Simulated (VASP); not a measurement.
# NaF (I4/mmm) in VASP: notebook, part 2 of 2

VASP 6.6.1. The steps go on from the part before.

### Step 3. Single point, r2SCAN

This run uses another cell than the first one, of the same volume but with other edges.

Contents of POSCAR:

```
NaF
1.0
    0.0000000000      2.6820539337      1.7433350569
    2.6820539337      0.0000000000      1.7433350569
    2.6820539337      2.6820539337      0.0000000000
Na F
1 1
Direct
    0.0000000000      0.0000000000      0.0000000000
    0.5000000000      0.5000000000      0.5000000000
```

Contents of INCAR.step1:

```
  ALGO = Normal
  EDIFF = 1E-4
  ENCUT = 520
  GGA = PE
  ISMEAR = 0
  LASPH = True
  LCHARG = False
  LREAL = False
  LWAVE = True
  NBANDS = 14
  NELM = 80
  PREC = Accurate
  SIGMA = 0.05
```

Contents of INCAR.step2:

```
  ALGO = Normal
  EDIFF = 1E-6
  ENCUT = 520
  ISIF = 2
  ISMEAR = 0
  ISTART = 1
  LASPH = True
  LCHARG = False
  LMIXTAU = True
  LREAL = False
  LWAVE = False
  METAGGA = R2SCAN
  NBANDS = 14
  NELM = 80
  PREC = Accurate
  SIGMA = 0.05
```

Contents of KPOINTS:

```
k-points
0
Gamma
  10 10 10
```

Potentials or basis: VASP PAW PBE potentials, release 64 (Na_pv, F).

Started as:

```bash
> cat potpaw_PBE.64/Na_pv/POTCAR potpaw_PBE.64/F/POTCAR > POTCAR
> cp INCAR.step1 INCAR
> mpirun -np 1 vasp_std > vasp.out
> cp INCAR.step2 INCAR
> mpirun -np 1 vasp_std > vasp.out
```

OUTCAR:

```text
EDIFF = 1E-6
   ENCUT = 520
   ISIF = 2
   ISMEAR = 0
   ISTART = 1
   LASPH = True
   LREAL = False
   METAGGA = R2SCAN
   NELM = 80
   PREC = Accurate

 ion  position               nearest neighbor table
   1  0.000  0.000  0.000-   2 1.74   2 1.74
   2  0.500  0.500  0.500-   1 1.74   1 1.74

  LATTYP: Found a body centered tetragonal cell.
 ALAT       =     3.7929970481
 C/A-ratio  =     0.9192388155

  Lattice vectors:

 A1 = (   0.0000000000,  -2.6820539337,  -1.7433350569)
 A2 = (   0.0000000000,   2.6820539337,  -1.7433350569)
 A3 = (   2.6820539337,   0.0000000000,   1.7433350569)

Analysis of symmetry for initial positions (statically):
=====================================================================
 Subroutine PRICEL returns:
 Original cell was already a primitive cell.

 Routine SETGRP: Setting up the symmetry group for a
 body centered tetragonal supercell.

 Subroutine GETGRP returns: Found 16 space group operations
 (whereof 16 operations were pure point group operations)
 out of a pool of 16 trial point group operations.

The static configuration has the point symmetry D_4h.

Analysis of symmetry for dynamics (positions and initial velocities):
=====================================================================
 Subroutine PRICEL returns:
 Original cell was already a primitive cell.

 Routine SETGRP: Setting up the symmetry group for a
 body centered tetragonal supercell.

 Subroutine GETGRP returns: Found 16 space group operations
 (whereof 16 operations were pure point group operations)
 out of a pool of 16 trial point group operations.

The dynamic configuration has the point symmetry D_4h.

 Subroutine INISYM returns: Found 16 space group operations
 (whereof 16 operations are pure point group operations),
 and found     1 'primitive' translations

----------------------------------------------------------------------------------------
[... 116 lines left out ...]
  Thomas-Fermi vector in A             =   2.475645
   LORBIT       =      0    0 simple, 1 ext, 2 COOP (PROOUT), +10 PAW based schemes
   METAGGA = R2SCAN    functional components
   LHFCALC =     F    Hartree Fock is set to
   AEXX    =    0.0000 exact exchange contribution
   IVDW    =     0    specifies the selected vdW correction
   LEPSILON=     F    determine dielectric tensor
   LRPA    =     F    only Hartree local field effects (RPA)
 non-spin polarized calculation
 Gauss-broadening in eV      SIGMA  =   0.05
  energy-cutoff  :      520.00
  volume of cell :       25.08
 maximum number of plane-waves:       694
   NGX = 11   NGY = 11   NGZ = 13

 number of electron      14.0000014 magnetization

 Free energy of the ion-electron system (eV)
  ---------------------------------------------------
  ext. energy  EPLUGINS =         0.00000000
  ---------------------------------------------------
  free energy    TOTEN  =       -10.76215363 eV

  energy without entropy =      -10.76215363  energy(sigma->0) =      -10.76215363

 E-fermi :  -1.7771     XC(G=0):  -9.4682

 val. band max:       -2.1332255827   @ k =   0.0000   0.0000   0.0000
 cond. band min:       3.7596699093   @ k =   0.0000   0.0000   0.0000
 fundamental gap:      5.8928954920
 Fermi energy:        -1.7770590398

 k-point     1 :       0.0000    0.0000    0.0000
  band No.  band energies     occupation
      1     -23.2210      2.00000
      2     -21.8464      2.00000
      3     -21.5917      2.00000
      4     -21.5912      2.00000
      5      -2.8565      2.00000
      6      -2.8563      2.00000
      7      -2.1332      2.00000
      8       3.7597      0.00000
      9      16.6787      0.00000
     10      18.1023      0.00000
     11      18.1041      0.00000
     12      20.6346      0.00000
     13      21.7841      0.00000
     14      22.8745      0.00000
[... 377 lines left out ...]
      1     -24.3170      2.00000
      2     -21.6719      2.00000
      3     -21.6707      2.00000
      4     -20.2025      2.00000
      5      -3.6398      2.00000
      6      -3.5393      2.00000
      7      -3.3071      2.00000
      8       9.7630      0.00000
      9       9.9410      0.00000
     10      15.2924      0.00000
     11      15.3146      0.00000
     12      22.1020      0.00000
     13      22.3979      0.00000
     14      26.5268      0.00000

 [... further k-points ...]
[... 5 lines left out ...]
  --------------------------------------------------------------------------------------
  -------------------------------------------------------------------------------------
  Total       -0.7670689     -0.7670689     18.3335250      0.0000000     -0.0000000     -0.0000000
  in kB      -49.0003393    -49.0003393   1171.1450424      0.0000000     -0.0000000     -0.0000000
  external PRESSURE =     357.7147879 kB  Pullay stress =       0.0000000 kB

 VOLUME and BASIS-vectors are now :
 -----------------------------------------------------------------------------
  energy-cutoff  :      520.00
  volume of cell :       25.08
      direct lattice vectors                 reciprocal lattice vectors
     0.000000000  2.682053934  1.743335057    -0.186424290  0.186424290  0.286806600
     2.682053934  0.000000000  1.743335057     0.186424290 -0.186424290  0.286806600
     2.682053934  2.682053934  0.000000000     0.186424290  0.186424290 -0.286806600

 POSITION                                       TOTAL-FORCE (eV/Angst)
 -----------------------------------------------------------------------------------
      0.00000      0.00000      0.00000        -0.000000      0.000000      0.000000
      2.68205      2.68205      1.74334         0.000000     -0.000000     -0.000000
 -----------------------------------------------------------------------------------
    total drift:                                0.000000     -0.000000      0.000000

  FREE ENERGIE OF THE ION-ELECTRON SYSTEM (eV)
  ---------------------------------------------------
  free  energy   TOTEN  =       -10.7621536257 eV

  energy  without entropy=      -10.7621536257  energy(sigma->0) =      -10.76215363
```

OSZICAR.step1:

```text
N       E                     dE             d eps       ncg     rms          rms(c)
DAV:   1     0.109050500410E+03    0.10905E+03   -0.77996E+03  2906   0.121E+03
DAV:   2    -0.284533858458E+01   -0.11190E+03   -0.10457E+03  3128   0.345E+02
DAV:   3    -0.809566256005E+01   -0.52503E+01   -0.52401E+01  3528   0.679E+01
DAV:   4    -0.814144848115E+01   -0.45786E-01   -0.45784E-01  3360   0.686E+00
DAV:   5    -0.814195522219E+01   -0.50674E-03   -0.50674E-03  3618   0.714E-01    0.687E+00
DAV:   6    -0.672378593021E+01    0.14182E+01   -0.47092E+00  3630   0.227E+01    0.193E+00
DAV:   7    -0.670653959526E+01    0.17246E-01   -0.86811E-02  3036   0.280E+00    0.124E+00
DAV:   8    -0.670927475162E+01   -0.27352E-02   -0.39931E-02  3030   0.252E+00    0.218E-01
DAV:   9    -0.670948588298E+01   -0.21113E-03   -0.49328E-03  3752   0.131E+00    0.937E-02
DAV:  10    -0.670987026729E+01   -0.38438E-03   -0.21251E-03  3018   0.529E-01    0.676E-02
DAV:  11    -0.670980684414E+01    0.63423E-04   -0.31008E-04  3522   0.230E-01
   1 F= -.67098068E+01 E0= -.67098068E+01  d E =-.189692E-19
```

Run time: 55 s. Hardware: 1 thread of Intel Xeon 6975P-C (Granite Rapids), shared host; peak memory 0.16 GiB.

What came out:

```
Free energy            : -10.7622 eV
Pressure               : 35.8 GPa
Band gap on the k mesh : 5.89 eV
```

Caveat: the cell stands under pressure; the PAW data sets were made with another functional, which shifts forces and pressure a little. A k mesh can miss the band edges.

### Step 4. Single point, r2SCAN

This run uses another cell than the first one, of the same volume but with other edges.

Contents of POSCAR:

```
NaF
1.0
    0.0000000000      2.3551299827      2.2609247834
    2.3551299827      0.0000000000      2.2609247834
    2.3551299827      2.3551299827      0.0000000000
Na F
1 1
Direct
    0.0000000000      0.0000000000      0.0000000000
    0.5000000000      0.5000000000      0.5000000000
```

Contents of INCAR.step1:

```
SYSTEM = NaF
ALGO = Normal
EDIFF = 1E-4
ENCUT = 520
GGA = PE
ISMEAR = 0
LASPH = .True.
LCHARG = .False.
LREAL = .False.
LWAVE = .True.
NBANDS = 14
NELM = 60
PREC = Accurate
SIGMA = 0.05
```

Contents of INCAR.step2:

```
SYSTEM = NaF
ALGO = Normal
EDIFF = 1E-6
ENCUT = 520
ISIF = 2
ISMEAR = 0
ISTART = 1
LASPH = .True.
LCHARG = .True.
LELF = .True.
LMIXTAU = .True.
LREAL = .False.
LVHAR = .True.
LWAVE = .False.
METAGGA = R2SCAN
NBANDS = 14
NELM = 60
PREC = Accurate
SIGMA = 0.05
```

Contents of KPOINTS:

```
k-points
0
Gamma
  10 10 10
  0 0 0
```

Started as:

```bash
> cat potpaw_PBE.64/Na_pv/POTCAR potpaw_PBE.64/F/POTCAR > POTCAR
> cp INCAR.step1 INCAR
> mpirun -np 1 vasp_std > vasp.out
> cp INCAR.step2 INCAR
> mpirun -np 1 vasp_std > vasp.out
```

It took 47 s on 1 thread of Intel Xeon 6975P-C (Granite Rapids), shared host; peak memory 0.16 GiB.

It converged, with:

| Property | Result |
| --- | --- |
| Free energy | -12.5893 eV |
| Pressure | -2.1 GPa |
| Band gap on the k mesh | 7.12 eV |

Stress tensor (GPa, compression positive):
```
-3.30  0.00  0.00
 0.00 -3.30  0.00
 0.00  0.00  0.25
```

Levels at points of the mesh, in eV from the valence-band top:
| k point | band 3 | band 4 | band 5 | band 6 | band 7 | band 8 | band 9 | band 10 | band 11 | band 12 |
| --- | --- | --- | --- | --- | --- | --- | --- | --- | --- | --- |
| (0.00, 0.00, 0.00) | -19.52 | -19.51 | 0.00 | 0.00 | 0.00 | 7.12 | 19.65 | 19.65 | 19.92 | 22.37 |
| (0.50, 0.00, 0.00) | -19.52 | -18.99 | -1.53 | -0.28 | -0.25 | 11.57 | 13.34 | 20.94 | 21.73 | 23.53 |
| (0.50, 0.50, 0.00) | -19.58 | -19.58 | -1.20 | -0.44 | -0.44 | 13.62 | 14.36 | 14.87 | 20.68 | 20.68 |
| (0.50, 0.00, 0.50) | -19.56 | -19.56 | -1.27 | -0.40 | -0.35 | 13.80 | 14.04 | 14.71 | 20.96 | 21.38 |

Caveat: the PAW data sets were made with another functional, which shifts forces and pressure a little. A k mesh can miss the band edges.

### Step 5. Overview

| cell | gap on the mesh (eV) | pressure (GPa) |
| --- | --- | --- |
| a = 3.491, b = 3.491, c = 3.011 Å, angles 64.5, 64.5, 51.1°, 2 atoms | 6.90 | 5.6 |
| a = 3.199, b = 3.199, c = 3.793 Å, angles 53.6, 53.6, 72.7°, 2 atoms | 5.89 | 35.8 |
| a = 3.265, b = 3.265, c = 3.331 Å, angles 59.3, 59.3, 61.3°, 2 atoms | 7.12 | -2.1 |

Alike in all rows: task single point; level r2SCAN; potentials or basis VASP PAW PBE potentials, release 64 (Na_pv, F); no spin polarisation; k mesh 10 × 10 × 10; cutoff (eV) 520; smearing gaussian 0.05 eV.

Caveats: the PAW data sets were made with another functional, which shifts forces and pressure a little; the cell stands under pressure (at least some runs).

Absolute energies hang on the potentials; compare differences alone.
